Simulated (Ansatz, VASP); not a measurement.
# Ti2Sb3Pd: VASP beside Ansatz

```
Sb Ti Pd
1.0
     3.89701    0.00000    0.00000
     0.00000    3.89701    0.00000
     0.00000    0.00000    8.58547
Sb Ti Pd
3 2 1
Direct
  0.00000 0.50000 0.38350
  0.50000 0.00000 0.61650
  0.50000 0.50000 0.00000
  0.00000 0.50000 0.73150
  0.50000 0.00000 0.26850
  0.00000 0.00000 0.00000
```

Alike in both runs: task single point; functional r2SCAN; k mesh 9 × 9 × 4; no spin polarisation.

|  | VASP | Ansatz |
| --- | --- | --- |
| version | VASP 6.6.1 | Ansatz 0.2.0 |
| potentials or method | VASP PAW PBE potentials, release 64 (Sb, Ti_sv, Pd), cutoff 520 eV | PAW plane waves |
| occupations | fermi-dirac, width 0.1 eV | fermi-dirac |
| valence electrons in the cell | 49 | 87 |

VASP gave:

* pressure (GPa): -5.9
* rms of the force components (eV/Å): 0.123

Task: What did Ansatz give for the same quantities?

Result: Pressure (GPa): -6.0; rms of the force components (eV/Å): 0.122.

VASP's potentials were made for PBE, not for r2SCAN. VASP's potentials hold 49 valence electrons a cell and Ansatz's 87, so a difference there can come from the potentials and not from the codes.

Neither program's run includes spin-orbit coupling.
